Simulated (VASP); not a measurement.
A run of VASP 6.6.1 is set up as follows.

POSCAR

```
GaS2
1.0
    0.0000000000      4.2566130000      0.0000000000
    4.1788680000     -2.1283060000      0.0000000000
   -0.3382550000      2.1283060000     -7.1119590000
Ga S
2 4
Direct
    0.1446000000      0.7500000000      0.7500000000
    0.8554000000      0.2500000000      0.2500000000
    0.5148000000      0.3000000000      0.9794000000
    0.1942000000      0.2000000000      0.5206000000
    0.4852000000      0.7000000000      0.0206000000
    0.8058000000      0.8000000000      0.4794000000
```

The input INCAR.step1:

```
SYSTEM = GaS2
PREC = Accurate
ENCUT = 520
ISMEAR = -1
SIGMA = 0.1
LREAL = .False.
LASPH = .True.
NELM = 80
NBANDS = 34
GGA = PE
ALGO = Normal
EDIFF = 1E-4
LWAVE = .True.
LCHARG = .False.
```

Contents of INCAR.step2:

```
SYSTEM = GaS2
PREC = Accurate
ENCUT = 520
EDIFF = 1E-6
ISMEAR = -1
SIGMA = 0.1
LREAL = .False.
LASPH = .True.
NELM = 80
ALGO = Normal
ISIF = 2
LWAVE = .False.
LCHARG = .False.
METAGGA = R2SCAN
LMIXTAU = .True.
NBANDS = 34
ISTART = 1
```

Contents of KPOINTS:

```
regular mesh
0
Gamma
  6 6 6
  0 0 0
```

Potentials or basis: VASP PAW PBE potentials, release 64 (Ga_d, S).

The run is started by

```bash
$ cat potpaw_PBE.64/Ga_d/POTCAR potpaw_PBE.64/S/POTCAR > POTCAR
$ cp INCAR.step1 INCAR
$ mpirun -np 1 vasp_std > vasp.out
$ cp INCAR.step2 INCAR
$ mpirun -np 1 vasp_std > vasp.out
```

**Question.** What does it give for the largest force?

**Answer.** 2.724 eV/Å.

**Question.** Predict the band gap on the k mesh.

**Answer.** Zero (band 25 reaches 4.50 eV, above the bottom of band 26 at 3.81 eV).

Forces in eV/Å, atoms in the order of the input:
```
Ga   0.000  0.183  0.000
Ga   0.000 -0.183  0.000
S   -2.313  1.393  0.360
S    2.313  1.393 -0.360
S    2.313 -1.393 -0.360
S   -2.313 -1.393  0.360
```

Caveat: the PAW data sets were made with another functional, which shifts forces and pressure a little.
